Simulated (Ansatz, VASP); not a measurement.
## H: VASP beside Ansatz

The input INCAR:

```
SYSTEM = H
PREC = Accurate ; ENCUT = 520
EDIFF = 1E-6 ; ISMEAR = 0
SIGMA = 0.05 ; LREAL = .False.
LASPH = .True. ; NELM = 80
ALGO = Normal ; ISIF = 2
LWAVE = .False. ; LCHARG = .False.
GGA = PE ; NBANDS = 6
```

KPOINTS

```
Automatic mesh
0
Gamma
  14 14 34
  0 0 0
```

Contents of POSCAR:

```
H
1.0
    2.7231132211      0.0000000000      0.0375188845
    0.0000000000      2.5190910382      0.0000000000
    0.0138837797      0.0000000000      0.9066814130
H
1
Direct
    0.0000000000      0.0000000000      0.5000000000
```

Input for Ansatz:

```yaml
crystal:
  lattice:
    - [2.7231132211, 0.0, 0.0375188845]
    - [0.0, 2.5190910382, 0.0]
    - [0.0138837797, 0.0, 0.906681413]
  atoms:
    - { symbol: H, position: [0.0, 0.0, 0.5] }
basis:
  ecutwfc: 420
kpoints:
  mp_grid: { grid: [14, 14, 34] }
hamiltonian:
  xc: pbe
scf:
  occupations: { method: gaussian, width: 0.05 }
output:
  forces: true
  stress: true
  eigenvalues: true
  populations: true
```

Alike in both runs: task single point; functional PBE; k mesh 14 × 14 × 34; occupations gaussian, width 0.05 eV; no spin polarisation.

|  | VASP | Ansatz |
| --- | --- | --- |
| version | VASP 6.6.1 | Ansatz 0.2.0 |
| potentials or method | VASP PAW PBE potentials, release 64 (H), cutoff 520 eV | scalar-relativistic, plane waves, PAW |
| valence electrons in the cell | 1 | 1 |

```csv
,VASP,Ansatz,Ansatz less VASP
gap on the k mesh at the Fermi level (eV),none,none,-
pressure (GPa),12.2,12.5,+0.34
"traceless stress, the component that is largest in VASP (GPa)",19.41,19.40,-0.009
```

A gap of «none» marks a metal or a gap that the smearing closes.
